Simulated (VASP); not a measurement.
# Ni (Fm-3m) in VASP: further runs, part 2 of 2

VASP 6.6.1. Earlier steps stand in the parts before.

### 3 Single point, PBE0, collinear spin, ferromagnetic start

The input, POSCAR:

```
Ni
1.0
    0.0000000000      1.7375729330      1.7375729330
    1.7375729330      0.0000000000      1.7375729330
    1.7375729330      1.7375729330      0.0000000000
Ni
1
Direct
    0.0000000000      0.0000000000      0.0000000000
```

The input, INCAR.step1:

```
PREC = Accurate
ENCUT = 520
EDIFF = 1E-5
ISMEAR = -1
SIGMA = 0.05
LREAL = False
LASPH = True
NELM = 150
ALGO = Normal
ISIF = 2
LWAVE = True
LCHARG = False
ISPIN = 2
MAGMOM = 1
LORBIT = 11
LMAXMIX = 4
NBANDS = 15
GGA = PE
```

The input, INCAR.step2:

```
PREC = Accurate
ENCUT = 520
EDIFF = 1E-6
ISMEAR = -1
SIGMA = 0.05
LREAL = False
LASPH = True
NELM = 150
ALGO = Normal
ISIF = 2
LWAVE = False
LCHARG = False
ISPIN = 2
MAGMOM = 1
LORBIT = 11
LMAXMIX = 4
GGA = PE
LHFCALC = True
AEXX = 0.25
PRECFOCK = Normal
NBANDS = 15
ISTART = 1
```

The input, KPOINTS:

```
Automatic mesh
0
Gamma
  7 7 7
```

Potentials or basis: VASP PAW PBE potentials, release 64 (Ni).

On the command line:

```bash
> cat potpaw_PBE.64/Ni/POTCAR > POTCAR
> cp INCAR.step1 INCAR
> mpirun -np 1 vasp_std > vasp.out
> cp INCAR.step2 INCAR
> mpirun -np 1 vasp_std > vasp.out
```

OUTCAR:

```text
PREC = Accurate
   ENCUT = 520
   EDIFF = 1E-6
   ISMEAR = -1
   LREAL = False
   LASPH = True
   NELM = 150
   ISIF = 2
   ISPIN = 2
   LORBIT = 11
   GGA = PE
   LHFCALC = True
   AEXX = 0.25
   PRECFOCK = Normal
   ISTART = 1

 ion  position               nearest neighbor table
   1  0.000  0.000  0.000-

  LATTYP: Found a face centered cubic cell.
 ALAT       =     3.4751458660

  Lattice vectors:

 A1 = (   0.0000000000,   1.7375729330,   1.7375729330)
 A2 = (   1.7375729330,   0.0000000000,   1.7375729330)
 A3 = (   1.7375729330,   1.7375729330,   0.0000000000)

Analysis of symmetry for initial positions (statically):
=====================================================================
 Subroutine PRICEL returns:
 Original cell was already a primitive cell.

 Routine SETGRP: Setting up the symmetry group for a
 face centered cubic supercell.

 Subroutine GETGRP returns: Found 48 space group operations
 (whereof 48 operations were pure point group operations)
[... 562 lines left out ...]
     10      39.6905      0.00000
     11      43.3223      0.00000
     12      43.3223      0.00000
     13      43.3223      0.00000
     14      45.4130      0.00000
[... 329 lines left out ...]
      2       5.8185      1.00000
      3       6.7973      1.00000
      4       7.1370      1.00000
      5      11.2188      0.00000
      6      18.0676      0.00000
      7      18.6551      0.00000
      8      21.9362      0.00000
      9      25.4720      0.00000
     10      38.8320      0.00000
     11      45.2102      0.00000
     12      46.6510      0.00000
     13      52.0171      0.00000
     14      56.9194      0.00000
     15      62.1024      0.00000

------------------------ aborting loop because EDIFF is reached ----------------------------------------

  FORCE on cell =-STRESS in cart. coord.  units (eV):
  Direction    XX          YY          ZZ          XY          YZ          ZX
  --------------------------------------------------------------------------------------
  -------------------------------------------------------------------------------------
  Total        0.3441973      0.3441973      0.3441973      0.0000000      0.0000000     -0.0000000
  in kB       52.5604267     52.5604267     52.5604267      0.0000000      0.0000000     -0.0000000
  external PRESSURE =      52.5604267 kB  Pullay stress =       0.0000000 kB

 VOLUME and BASIS-vectors are now :
 -----------------------------------------------------------------------------
  energy-cutoff  :      520.00
  volume of cell :       10.49
      direct lattice vectors                 reciprocal lattice vectors
     0.000000000  1.737572933  1.737572933    -0.287757705  0.287757705  0.287757705
     1.737572933  0.000000000  1.737572933     0.287757705 -0.287757705  0.287757705
     1.737572933  1.737572933  0.000000000     0.287757705  0.287757705 -0.287757705

 POSITION                                       TOTAL-FORCE (eV/Angst)
 -----------------------------------------------------------------------------------
      0.00000      0.00000      0.00000        -0.000000      0.000000     -0.000000
 -----------------------------------------------------------------------------------
    total drift:                                0.000000      0.000000     -0.000000

  FREE ENERGIE OF THE ION-ELECTRON SYSTEM (eV)
  ---------------------------------------------------
  free  energy   TOTEN  =        -6.9579613143 eV

  energy  without entropy=       -6.9569867721  energy(sigma->0) =       -6.95747404

 total charge

# of ion       s       p       d       tot
------------------------------------------
    1        0.514   0.526   8.378   9.418

 magnetization (x)

# of ion       s       p       d       tot
------------------------------------------
    1       -0.019  -0.075   0.964   0.870
```

OSZICAR.step1:

```text
N       E                     dE             d eps       ncg     rms          rms(c)
DAV:   1     0.341354639060E+02    0.34135E+02   -0.43417E+03  1280   0.874E+02
DAV:   2    -0.494012390637E+01   -0.39076E+02   -0.35606E+02  1305   0.164E+02
DAV:   3    -0.647877391231E+01   -0.15387E+01   -0.15138E+01  1473   0.313E+01
DAV:   4    -0.648831081763E+01   -0.95369E-02   -0.95357E-02  1466   0.238E+00
DAV:   5    -0.648841904482E+01   -0.10823E-03   -0.10822E-03  1505   0.231E-01    0.106E+01
DAV:   6    -0.576166259538E+01    0.72676E+00   -0.12658E+01  1711   0.402E+01    0.606E+00
DAV:   7    -0.547499807670E+01    0.28666E+00   -0.19500E+00  1543   0.144E+01    0.203E+00
DAV:   8    -0.546442587929E+01    0.10572E-01   -0.14176E-02  1440   0.884E-01    0.102E+00
DAV:   9    -0.546312229930E+01    0.13036E-02   -0.16290E-03  1802   0.251E-01    0.289E-01
DAV:  10    -0.546330382848E+01   -0.18153E-03   -0.11739E-03  1665   0.236E-01    0.100E-01
DAV:  11    -0.546336683079E+01   -0.63002E-04   -0.38231E-04  1778   0.161E-01    0.401E-02
DAV:  12    -0.546337088235E+01   -0.40516E-05   -0.22936E-05  1083   0.459E-02
   1 F= -.54633709E+01 E0= -.54550342E+01  d E =-.166734E-01  mag=     0.4457
```

It took 32 min on 1 thread of Intel Xeon 8259CL, shared host; peak memory 0.14 GiB.

What came out:

```
Free energy                                           : -6.9580 eV
Pressure                                              : 5.3 GPa
Net moment                                            : 0.84 μB per cell
Site moments                                          : Ni +0.87 μB
Valence electrons inside the program's atomic spheres : Ni 9.42
```

Caveat: the k points lie up to 0.45 Å⁻¹ apart; the PAW data sets were made with another functional, which shifts forces and pressure a little.
